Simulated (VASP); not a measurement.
Write the native input for VASP 6.6.1 that does the following.

```
Task                   : relaxation of shape and atoms at fixed volume
Functional             : PBE
Potentials or basis    : VASP PAW PBE potentials, release 64 (Se)
Cutoff                 : 600 eV
k mesh                 : 15 × 15 × 15
Occupations            : gaussian, width 0.1 eV
Spin                   : no spin polarisation
Dipole correction      : no
Further INCAR settings : ALGO = Normal; EDIFF = 1e-07; IBRION = 2; EDIFFG = -0.01; NSW = 50; ISIF = 4
```

The structure of Se lies in POSCAR:

```
Se
1.0
    1.9189442372      1.1079029719      1.5628083068
   -1.9189442372      1.1079029719      1.5628083068
    0.0000000000     -2.2158059438      1.5628083068
Se
1
Direct
    0.0000000000      0.0000000000      0.0000000000
```

This isn't the form of Se at room conditions, which is trigonal, of chains.

One way to write it, as run:

INCAR

```
PREC     = Accurate       # precision mode
ENCUT    = 600            # plane-wave cutoff, eV
EDIFF    = 1E-7           # SCF threshold, eV
ISMEAR   = 0              # smearing method
SIGMA    = 0.1            # smearing width, eV
LREAL    = F              # projectors in reciprocal space
LASPH    = T              # aspherical terms in the spheres
NELM     = 80             # most SCF steps
ALGO     = Normal         # electronic algorithm
ISIF     = 4              # what is computed and relaxed
LWAVE    = F              # write WAVECAR
LCHARG   = F              # write CHGCAR
GGA      = PE             # functional
IBRION   = 2              # ionic algorithm
NSW      = 50             # ionic steps
EDIFFG   = -0.01          # ionic threshold
```

KPOINTS

```
regular mesh
0
Gamma
  15 15 15
```

Potentials or basis: VASP PAW PBE potentials, release 64 (Se).

Command:

```sh
$ cat potpaw_PBE.64/Se/POTCAR > POTCAR
$ mpirun -np 1 vasp_std > vasp.out
```

It gave:

The pressure after relaxing is 12.1 GPa and the band gap on the k mesh is zero (bands 3 and 4 overlap by 7.09 eV).

Caveat: the relaxation stopped at its first step, so nothing moved.

Run time: 50 s on 1 thread of AMD EPYC 7R13, on a shared host, peak memory 0.16 GiB.
